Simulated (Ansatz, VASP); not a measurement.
# NaI in VASP and in Ansatz

File INCAR:

```
SYSTEM = NaI
PREC = Accurate ; ENCUT = 520
EDIFF = 1E-6 ; ISMEAR = -1
SIGMA = 0.05 ; LREAL = .False.
LASPH = .True. ; NELM = 80
ALGO = Normal ; ISIF = 2
LWAVE = .False. ; LCHARG = .False.
GGA = PS ; NBANDS = 14
```

The input KPOINTS:

```
Automatic mesh
0
Gamma
  6 6 6
  0 0 0
```

POSCAR

```
NaI
1.0
    0.0000000000      3.2364000000      3.3011280000
    3.2364000000      0.0000000000      3.3011280000
    3.2364000000      3.2364000000      0.0000000000
I Na
1 1
Direct
    0.5000000000      0.5000000000      0.5000000000
    0.0000000000      0.0000000000      0.0000000000
```

Contents of input.yaml:

```yaml
crystal:
  lattice:
    - [0.0, 3.2364, 3.301128]
    - [3.2364, 0.0, 3.301128]
    - [3.2364, 3.2364, 0.0]
  atoms:
    - { symbol: I, position: [0.5, 0.5, 0.5] }
    - { symbol: Na, position: [0.0, 0.0, 0.0] }
hamiltonian:
  xc: pbesol
  pseudopotentials: { kind: paw }
kpoints:
  mp_grid: { grid: [6, 6, 6] }
scf:
  occupations: { method: fermi_dirac, width: 0.05 }
output:
  forces: true
  stress: true
  eigenvalues: true
  write_density: true
  write_potential: true
  elf: true
  volumetric_format: npy
```

Alike in both runs: task single point; functional PBEsol; k mesh 6 × 6 × 6; occupations fermi-dirac, width 0.05 eV; no spin polarisation.

|  | VASP | Ansatz |
| --- | --- | --- |
| version | VASP 6.6.1 | Ansatz 0.2.0 |
| potentials or method | VASP PAW PBE potentials, release 64 (I, Na_pv) | Ansatz PAW |
| plane-wave cutoff (eV) | 520 | 420 |
| valence electrons in the cell | 14 | 26 |

```csv
,VASP,Ansatz,Ansatz less VASP
gap on the k mesh at the Fermi level (eV),3.44,3.45,+0.004
least direct gap on the mesh (eV),3.44,3.45,+0.004
pressure (GPa),-0.7,-0.8,-0.03
"traceless stress, the component that is largest in VASP (GPa)",-0.27,-0.26,+0.003
```

VASP's potentials were made for PBE, not for PBEsol. VASP's potentials hold 14 valence electrons a cell and Ansatz's 26, so a difference there can come from the potentials and not from the codes.

Spin-orbit coupling is off throughout.
